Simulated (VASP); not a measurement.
# AlN (P6_3mc) in VASP: further runs

The runs below take AlN through single point, with BLYP, SVWN5, PBE+D4.

Program: VASP 6.6.1. These are calculated values, not measurements. Logs are shortened: lines on timing, memory, paths and dates and some standing lists are left out, and cuts for length are marked.

**Measured values to compare with.**

“Structural and optical properties of self-assembled AlN nanowires grown on SiO2/Si substrates by molecular beam epitaxy”, 2024, arxiv:2402.00216 quotes, for a bulk crystal of AlN at 0 K: band gap 6.0343 eV (an exciton energy, a little under the gap).

How close the calculation comes is told below.

## Step 1: The cell of the first run

The structure is hexagonal, space group P6_3mc (No. 186). Conventional cell: a = 3.071 Å, b = 3.071 Å, c = 4.914 Å, α = 90.00°, β = 90.00°, γ = 120.00°. Within 2.5 Å of Al (site symmetry 3m) lie 4 N at 1.87 Å. Within 2.5 Å of N (site symmetry 3m) lie 4 Al at 1.87 Å.

## Step 2: Single point, BLYP

INCAR reads:

```
AGGAC = 1.0
AGGAX = 1.0
ALDAC = 0.0
ALDAX = 1.0
ALGO = Normal
EDIFF = 1E-7
ENCUT = 520
GGA = B5
ISIF = 2
ISMEAR = -1
LASPH = T
LCHARG = F
LREAL = F
LWAVE = F
NBANDS = 16
NELM = 60
PREC = Accurate
SIGMA = 0.05
```

KPOINTS reads:

```
k-points
0
Gamma
  10 10 6
```

POSCAR reads:

```
AlN
1.0
    3.0709272750      0.0000000000      0.0000000000
   -1.5354636375      2.6595010333      0.0000000000
    0.0000000000      0.0000000000      4.9136809369
Al N
2 2
Direct
    0.6666666667      0.3333333333      0.5000000000
    0.3333333333      0.6666666667      0.0000000000
    0.6666666667      0.3333333333      0.8800000000
    0.3333333333      0.6666666667      0.3800000000
```

Potentials or basis: VASP PAW PBE potentials, release 64 (Al, N).

Command:

```console
cat potpaw_PBE.64/Al/POTCAR potpaw_PBE.64/N/POTCAR > POTCAR
mpirun -np 1 vasp_std > vasp.out
```

OUTCAR:

```text
EDIFF = 1E-7
   ENCUT = 520
   GGA = B5
   ISIF = 2
   ISMEAR = -1
   LASPH = T
   LREAL = F
   NELM = 60
   PREC = Accurate

 ion  position               nearest neighbor table
   1  0.667  0.333  0.500-   3 1.87   4 1.87   4 1.87   4 1.87   2 3.03   2 3.03   2 3.03   2 3.03
                             2 3.03   2 3.03
   2  0.333  0.667  0.000-   4 1.87   3 1.87   3 1.87   3 1.87   1 3.03   1 3.03   1 3.03   1 3.03
                             1 3.03   1 3.03
   3  0.667  0.333  0.880-   1 1.87   2 1.87   2 1.87   2 1.87
   4  0.333  0.667  0.380-   2 1.87   1 1.87   1 1.87   1 1.87

  LATTYP: Found a hexagonal cell.
 ALAT       =     3.0709272750
 C/A-ratio  =     1.6000642467

  Lattice vectors:

 A1 = (   3.0709272750,   0.0000000000,   0.0000000000)
 A2 = (  -1.5354636375,   2.6595010333,   0.0000000000)
 A3 = (   0.0000000000,   0.0000000000,   4.9136809369)

Analysis of symmetry for initial positions (statically):
=====================================================================
 Subroutine PRICEL returns:
 Original cell was already a primitive cell.

 Routine SETGRP: Setting up the symmetry group for a
 hexagonal supercell.

 Subroutine GETGRP returns: Found 12 space group operations
 (whereof  6 operations were pure point group operations)
 out of a pool of 24 trial point group operations.

The static configuration has the point symmetry C_3v.
 The point group associated with its full space group is C_6v.

Analysis of symmetry for dynamics (positions and initial velocities):
=====================================================================
 Subroutine PRICEL returns:
 Original cell was already a primitive cell.

 Routine SETGRP: Setting up the symmetry group for a
 hexagonal supercell.

 Subroutine GETGRP returns: Found 12 space group operations
 (whereof  6 operations were pure point group operations)
 out of a pool of 24 trial point group operations.

The dynamic configuration has the point symmetry C_3v.
 The point group associated with its full space group is C_6v.

 Subroutine INISYM returns: Found 12 space group operations
 (whereof  6 operations are pure point group operations),
 and found     1 'primitive' translations

----------------------------------------------------------------------------------------

                                     Primitive cell

[... 94 lines left out ...]
   EDIFF  = 0.1E-06   stopping-criterion for ELM
   LREAL  =      F    real-space projection
   EDIFFG = 0.1E-05   stopping-criterion for IOM
   NSW    =      0    number of steps for IOM
   IBRION =     -1    ionic relax: 0-MD 1-quasi-New 2-CG
   NFREE  =      0    steps in history (QN), initial steepest desc. (CG)
   ISIF   =      2    stress and relaxation
   ISYM   =      2    0-nonsym 1-usesym 2-fastsym
   POTIM  = 0.5000    time-step for ionic-motion
   TEBEG  =    0.0;   TEEND  =   0.0 temperature during run
   PSTRESS=    0.0 pullay stress
   NELECT =      16.0000    total number of electrons
   NUPDOWN=      -1.0000    fix difference up-down
   EMIN   =  10.00;   EMAX   =-10.00  energy-range for DOS
   EFERMI =   0.00;   METHOD = LEGACY
   ISMEAR =    -1;   SIGMA  =   0.05  broadening in eV -4-tet -1-fermi 0-gaus
   EFERMI_NEDOS =   21; number of points for ismear=-14 and -15
   IALGO  =     38    algorithm
   IMIX   =      4    mixing-type and parameters
     AMIX     =   0.40;   BMIX     =  1.00
     AMIX_MAG =   1.60;   BMIX_MAG =  1.00
  volume/ion in A,a.u.               =      10.03        67.70
  Fermi-wavevector in a.u.,A,eV,Ry     =   1.204914  2.276957 19.753170  1.451817
  Thomas-Fermi vector in A             =   2.340625
   LORBIT       =      0    0 simple, 1 ext, 2 COOP (PROOUT), +10 PAW based schemes
   GGA     = B5    functional components
   LHFCALC =     F    Hartree Fock is set to
   AEXX    =    0.0000 exact exchange contribution
   IVDW    =     0    specifies the selected vdW correction
   LEPSILON=     F    determine dielectric tensor
   LRPA    =     F    only Hartree local field effects (RPA)
 non-spin polarized calculation
  energy-cutoff  :      520.00
  volume of cell :       40.13
 maximum number of plane-waves:      1092
 NGX is ok and might be reduce to    24
   NGX = 11   NGY = 11   NGZ = 19

 number of electron      15.9999996 magnetization

 Free energy of the ion-electron system (eV)
  ---------------------------------------------------
  ext. energy  EPLUGINS =         0.00000000
  ---------------------------------------------------
  free energy    TOTEN  =       -27.72589748 eV

  energy without entropy =      -27.72589748  energy(sigma->0) =      -27.72589748

 E-fermi :   7.8671     XC(G=0): -10.4543

 val. band max:        6.9225116745   @ k =   0.0000   0.0000   0.0000
 cond. band min:      11.8000970223   @ k =   0.0000   0.0000   0.0000
 fundamental gap:      4.8775853478
 Fermi energy:         7.8670975263

 k-point     1 :       0.0000    0.0000    0.0000
  band No.  band energies     occupation
      1      -8.3786      2.00000
      2      -6.1363      2.00000
      3       0.8995      2.00000
      4       6.0826      2.00000
      5       6.0826      2.00000
      6       6.7360      2.00000
[... 433 lines left out ...]
      3       1.5029      2.00000
      4       2.5303      2.00000
      5       3.8533      2.00000
      6       4.6425      2.00000
[... 8 lines left out ...]
     15      20.0805      0.00000
     16      22.4415      0.00000

 [... further k-points ...]

------------------------ aborting loop because EDIFF is reached ----------------------------------------

  FORCE on cell =-STRESS in cart. coord.  units (eV):
  Direction    XX          YY          ZZ          XY          YZ          ZX
  --------------------------------------------------------------------------------------
  -------------------------------------------------------------------------------------
  Total        3.9811742      3.9811742      4.4579555      0.0000000      0.0000000      0.0000000
  in kB      158.9443563    158.9443563    177.9793700      0.0000000      0.0000000      0.0000000
  external PRESSURE =     165.2893609 kB  Pullay stress =       0.0000000 kB

 VOLUME and BASIS-vectors are now :
 -----------------------------------------------------------------------------
  energy-cutoff  :      520.00
  volume of cell :       40.13
      direct lattice vectors                 reciprocal lattice vectors
     3.070927275  0.000000000  0.000000000     0.325634543  0.188005191  0.000000000
    -1.535463637  2.659501033  0.000000000     0.000000000  0.376010382  0.000000000
     0.000000000  0.000000000  4.913680937     0.000000000  0.000000000  0.203513418

 POSITION                                       TOTAL-FORCE (eV/Angst)
 -----------------------------------------------------------------------------------
      1.53546      0.88650      2.45684        -0.000000      0.000000     -0.147672
     -0.00000      1.77300      0.00000         0.000000      0.000000     -0.147672
      1.53546      0.88650      4.32404         0.000000      0.000000      0.147672
     -0.00000      1.77300      1.86720        -0.000000      0.000000      0.147672
 -----------------------------------------------------------------------------------
    total drift:                               -0.000000      0.000000     -0.000102

  FREE ENERGIE OF THE ION-ELECTRON SYSTEM (eV)
  ---------------------------------------------------
  free  energy   TOTEN  =       -27.7258974842 eV

  energy  without entropy=      -27.7258974842  energy(sigma->0) =      -27.72589748
```

OSZICAR:

```text
N       E                     dE             d eps       ncg     rms          rms(c)
DAV:   1     0.410658436257E+02    0.41066E+02   -0.73638E+03  1800   0.895E+02
DAV:   2    -0.303299179039E+02   -0.71396E+02   -0.66423E+02  2512   0.192E+02
DAV:   3    -0.336072438810E+02   -0.32773E+01   -0.32703E+01  2224   0.417E+01
DAV:   4    -0.336272068097E+02   -0.19963E-01   -0.19962E-01  2192   0.365E+00
DAV:   5    -0.336274904184E+02   -0.28361E-03   -0.28361E-03  2216   0.443E-01    0.134E+01
DAV:   6    -0.277075214067E+02    0.59200E+01   -0.13511E+01  2144   0.268E+01    0.401E+00
DAV:   7    -0.277407850551E+02   -0.33264E-01   -0.86191E-01  1936   0.657E+00    0.300E+00
DAV:   8    -0.277302995373E+02    0.10486E-01   -0.80743E-02  2048   0.257E+00    0.532E-01
DAV:   9    -0.277253666470E+02    0.49329E-02   -0.13316E-02  2392   0.855E-01    0.247E-01
DAV:  10    -0.277259693255E+02   -0.60268E-03   -0.23291E-03  1904   0.315E-01    0.131E-01
DAV:  11    -0.277258925719E+02    0.76754E-04   -0.18111E-04  2208   0.108E-01    0.309E-02
DAV:  12    -0.277258966055E+02   -0.40336E-05   -0.10049E-05  2024   0.247E-02    0.591E-03
DAV:  13    -0.277258973782E+02   -0.77276E-06   -0.17511E-06  2144   0.103E-02    0.238E-03
DAV:  14    -0.277258974900E+02   -0.11173E-06   -0.11880E-07  1496   0.311E-03    0.821E-04
DAV:  15    -0.277258974842E+02    0.57408E-08   -0.10818E-08  1040   0.967E-04
   1 F= -.27725897E+02 E0= -.27725897E+02  d E =-.775556E-10
```

stdout:

```text
POSCAR found type information on POSCAR AlN
 POSCAR found :  2 types and       4 ions
 scaLAPACK will be used
 -----------------------------------------------------------------------------
|                                                                             |
|                                                                             |
|     You enforced a specific xc type in the INCAR file but a different       |
|     I HOPE YOU KNOW WHAT YOU ARE DOING!                                     |
|                                                                             |
 -----------------------------------------------------------------------------

 LDA part: xc-table for (Slater(with rela. corr.)+VWN5), standard interpolation
 POSCAR, INCAR and KPOINTS ok, starting setup
 FFT: planning ... GRIDC
 FFT: planning ... GRID_SOFT
 FFT: planning ... GRID
 WAVECAR not read
 entering main loop
```

It took 30 s on 1 thread of Intel Xeon 6975P-C (Granite Rapids), shared host; peak memory 0.16 GiB.

What came out:

- Free energy: -27.7259 eV
- Pressure: 16.5 GPa
- Largest force: 0.148 eV/Å
- Band gap on the k mesh: 4.88 eV, direct

Forces in eV/Å, atoms in the order of the input:
```
Al   0.000  0.000 -0.148
Al   0.000  0.000 -0.148
N    0.000  0.000  0.148
N    0.000  0.000  0.148
```

Caveat: the PAW data sets were made with another functional, which shifts forces and pressure a little. A k mesh can miss the band edges.

## Step 3: Single point, SVWN5

INCAR reads:

```
PREC = Accurate
ENCUT = 520
EDIFF = 1E-7
ISMEAR = -1
SIGMA = 0.05
LREAL = F
LASPH = T
NELM = 100
ALGO = Normal
ISIF = 2
LWAVE = F
LCHARG = F
GGA = VW
NBANDS = 16
```

KPOINTS reads:

```
Automatic mesh
0
Gamma
  10 10 6
```

POSCAR is that of step 2.

Potentials or basis: VASP PAW PBE potentials, release 64 (Al, N).

Command:

```console
cat potpaw_PBE.64/Al/POTCAR potpaw_PBE.64/N/POTCAR > POTCAR
mpirun -np 1 vasp_std > vasp.out
```

Wall time 17 s (1 thread of Intel Xeon 6975P-C (Granite Rapids), shared host); peak memory 0.15 GiB.

Results (log left out):

| Item | Value |
| --- | --- |
| Free energy | -32.8052 eV |
| Pressure | 4.8 GPa |
| Largest force | 0.152 eV/Å |
| Band gap on the k mesh | 4.60 eV, direct |

Forces on the atoms (eV/Å):
```
Al   0.000  0.000 -0.152
Al   0.000  0.000 -0.152
N    0.000  0.000  0.152
N    0.000  0.000  0.152
```

Stress tensor (GPa, compression positive):
```
4.27 0.00 0.00
0.00 4.27 0.00
0.00 0.00 5.72
```

Levels at points of the mesh, in eV from the valence-band top:
```
           k point  band 5  band 6  band 7  band 8  band 9  band 10  band 11  band 12
(0.00, 0.00, 0.00)   -0.85   -0.19   -0.19    0.00    4.60     6.91    10.80    11.28
(0.50, 0.00, 0.00)   -3.46   -2.14   -1.86   -0.67    5.79     5.82     8.46    10.46
(0.00, 0.00, 0.50)   -0.53   -0.53   -0.53   -0.53    6.77     6.77    10.50    10.50
(0.50, 0.00, 0.50)   -1.49   -1.49   -1.40   -1.40    5.35     5.35     9.38     9.38
```

Caveat: the PAW data sets were made with another functional, which shifts forces and pressure a little. A k mesh can miss the band edges.

## Step 4: Single point, PBE+D4

This run uses another cell than the first one, of 10.24 Å³/atom, 1.021 times its volume.

INCAR reads:

```
SYSTEM = AlN
ALGO = Normal ; EDIFF = 1E-6
ENCUT = 520 ; GGA = PE
ISIF = 2 ; ISMEAR = -1
IVDW = 13 ; LASPH = .TRUE.
LCHARG = .FALSE. ; LREAL = .FALSE.
LWAVE = .FALSE. ; NBANDS = 16
NELM = 80 ; PREC = Accurate
SIGMA = 0.05
```

KPOINTS reads:

```
k-points
0
G
  10 10 6
  0 0 0
```

POSCAR reads:

```
AlN
1.0
    3.0921067530      0.0000000000      0.0000000000
   -1.5460533765      2.6778429994      0.0000000000
    0.0000000000      0.0000000000      4.9475694625
Al N
2 2
Direct
    0.6666666667      0.3333333333      0.5000000000
    0.3333333333      0.6666666667      0.0000000000
    0.6666666667      0.3333333333      0.8800000000
    0.3333333333      0.6666666667      0.3800000000
```

Potentials or basis: VASP PAW PBE potentials, release 64 (Al, N).

Command:

```console
cat potpaw_PBE.64/Al/POTCAR potpaw_PBE.64/N/POTCAR > POTCAR
mpirun -np 1 vasp_std > vasp.out
```

OUTCAR:

```text
SYSTEM = AlN
   EDIFF = 1E-6
   ENCUT = 520
   GGA = PE
   ISIF = 2
   ISMEAR = -1
   IVDW = 13
   LASPH = .TRUE.
   LREAL = .FALSE.
   NELM = 80
   PREC = Accurate

 ion  position               nearest neighbor table
   1  0.667  0.333  0.500-   3 1.88   4 1.88   4 1.88   4 1.88   2 3.05   2 3.05   2 3.05   2 3.05
                             2 3.05   2 3.05
   2  0.333  0.667  0.000-   4 1.88   3 1.88   3 1.88   3 1.88   1 3.05   1 3.05   1 3.05   1 3.05
                             1 3.05   1 3.05
   3  0.667  0.333  0.880-   1 1.88   2 1.88   2 1.88   2 1.88
   4  0.333  0.667  0.380-   2 1.88   1 1.88   1 1.88   1 1.88

  LATTYP: Found a hexagonal cell.
 ALAT       =     3.0921067530
 C/A-ratio  =     1.6000642467

  Lattice vectors:

 A1 = (   3.0921067530,   0.0000000000,   0.0000000000)
 A2 = (  -1.5460533765,   2.6778429994,   0.0000000000)
 A3 = (   0.0000000000,   0.0000000000,   4.9475694625)

Analysis of symmetry for initial positions (statically):
=====================================================================
 Subroutine PRICEL returns:
 Original cell was already a primitive cell.

 Routine SETGRP: Setting up the symmetry group for a
 hexagonal supercell.

[... 177 lines left out ...]
 Fermi energy:         7.3096545564

 k-point     1 :       0.0000    0.0000    0.0000
  band No.  band energies     occupation
      1      -8.9640      2.00000
      2      -6.7526      2.00000
      3       0.2536      2.00000
      4       5.4765      2.00000
      5       5.4765      2.00000
      6       6.1330      2.00000
[... 433 lines left out ...]
      3       0.8625      2.00000
      4       1.8978      2.00000
      5       3.2250      2.00000
      6       4.0254      2.00000
[... 8 lines left out ...]
     15      19.1376      0.00000
     16      21.4867      0.00000

 [... further k-points ...]

------------------------ aborting loop because EDIFF is reached ----------------------------------------

  DFT-D4 for vdW energy calculation

  Edisp (eV):   -1.25044

  FORCE on cell =-STRESS in cart. coord.  units (eV):
  Direction    XX          YY          ZZ          XY          YZ          ZX
  --------------------------------------------------------------------------------------
  -------------------------------------------------------------------------------------
  Total       0.62166     0.62166     1.02953     0.00000     0.00000     0.00000
  in kB      24.31255    24.31255    40.26425     0.00000     0.00000     0.00000
  external pressure =       29.63 kB  Pullay stress =        0.00 kB

 VOLUME and BASIS-vectors are now :
 -----------------------------------------------------------------------------
  energy-cutoff  :      520.00
  volume of cell :       40.97
      direct lattice vectors                 reciprocal lattice vectors
     3.092106753  0.000000000  0.000000000     0.323404099  0.186717444  0.000000000
    -1.546053376  2.677842999  0.000000000     0.000000000  0.373434888  0.000000000
     0.000000000  0.000000000  4.947569462     0.000000000  0.000000000  0.202119446

 POSITION                                       TOTAL-FORCE (eV/Angst)
 -----------------------------------------------------------------------------------
      1.54605      0.89261      2.47378         0.000000      0.000000     -0.144136
     -0.00000      1.78523      0.00000        -0.000000     -0.000000     -0.144136
      1.54605      0.89261      4.35386         0.000000     -0.000000      0.144136
     -0.00000      1.78523      1.88008        -0.000000      0.000000      0.144136
 -----------------------------------------------------------------------------------
    total drift:                               -0.000000      0.000000     -0.000804

  FREE ENERGIE OF THE ION-ELECTRON SYSTEM (eV)
  ---------------------------------------------------
  free  energy   TOTEN  =       -30.9920379854 eV

  energy  without entropy=      -30.9920379854  energy(sigma->0) =      -30.99203799
```

OSZICAR:

```text
N       E                     dE             d eps       ncg     rms          rms(c)
DAV:   1     0.427833209785E+02    0.42783E+02   -0.72815E+03  1792   0.894E+02
DAV:   2    -0.311524858256E+02   -0.73936E+02   -0.67807E+02  2512   0.190E+02
DAV:   3    -0.345471176347E+02   -0.33946E+01   -0.33844E+01  2256   0.421E+01
DAV:   4    -0.345674771103E+02   -0.20359E-01   -0.20358E-01  2216   0.367E+00
DAV:   5    -0.345677450948E+02   -0.26798E-03   -0.26798E-03  2240   0.424E-01    0.123E+01
DAV:   6    -0.297332725182E+02    0.48345E+01   -0.10662E+01  2136   0.238E+01    0.422E+00
DAV:   7    -0.297534901794E+02   -0.20218E-01   -0.70351E-01  1968   0.590E+00    0.298E+00
DAV:   8    -0.297459631945E+02    0.75270E-02   -0.59063E-02  1968   0.223E+00    0.569E-01
DAV:   9    -0.297410653745E+02    0.48978E-02   -0.12140E-02  2352   0.815E-01    0.242E-01
DAV:  10    -0.297416747303E+02   -0.60936E-03   -0.22130E-03  1952   0.296E-01    0.129E-01
DAV:  11    -0.297415956801E+02    0.79050E-04   -0.17474E-04  2088   0.102E-01    0.315E-02
DAV:  12    -0.297415986521E+02   -0.29720E-05   -0.11066E-05  2040   0.265E-02    0.706E-03
DAV:  13    -0.297415984804E+02    0.17164E-06   -0.41473E-06  2088   0.159E-02
   1 F= -.30992038E+02 E0= -.30992038E+02  d E =-.311883E-10
```

stdout:

```text
POSCAR found type information on POSCAR AlN
 POSCAR found :  2 types and       4 ions
 scaLAPACK will be used
 LDA part: xc-table for (Slater+PW92), standard interpolation
 POSCAR, INCAR and KPOINTS ok, starting setup
 FFT: planning ... GRIDC
 FFT: planning ... GRID_SOFT
 FFT: planning ... GRID
 WAVECAR not read
 entering main loop
```

It took 24 s on 1 thread of Intel Xeon 6975P-C (Granite Rapids), shared host; peak memory 0.16 GiB.

Results:

```yaml
Free_energy: -30.9920 eV
Pressure: 3.0 GPa
Largest_force: 0.144 eV/Å
Band_gap_on_the_k_mesh: 4.40 eV, direct
Dispersion_energy_per_atom: -0.313 eV
```

Forces in eV/Å, atoms in the order of the input:
```
Al   0.000  0.000 -0.144
Al   0.000  0.000 -0.144
N    0.000  0.000  0.144
N    0.000  0.000  0.144
```

Levels at points of the mesh, in eV from the valence-band top:
| k point | band 6 | band 7 | band 8 | band 9 | band 10 | band 11 |
| --- | --- | --- | --- | --- | --- | --- |
| (0.00, 0.00, 0.00) | -0.18 | -0.18 | 0.00 | 4.40 | 6.84 | 10.78 |
| (0.50, 0.00, 0.00) | -2.09 | -1.80 | -0.66 | 5.86 | 5.90 | 8.38 |
| (0.00, 0.00, 0.50) | -0.52 | -0.52 | -0.52 | 6.65 | 6.65 | 10.51 |
| (0.50, 0.00, 0.50) | -1.45 | -1.37 | -1.37 | 5.40 | 5.40 | 9.42 |

(Part 1 of 2 ends here.)
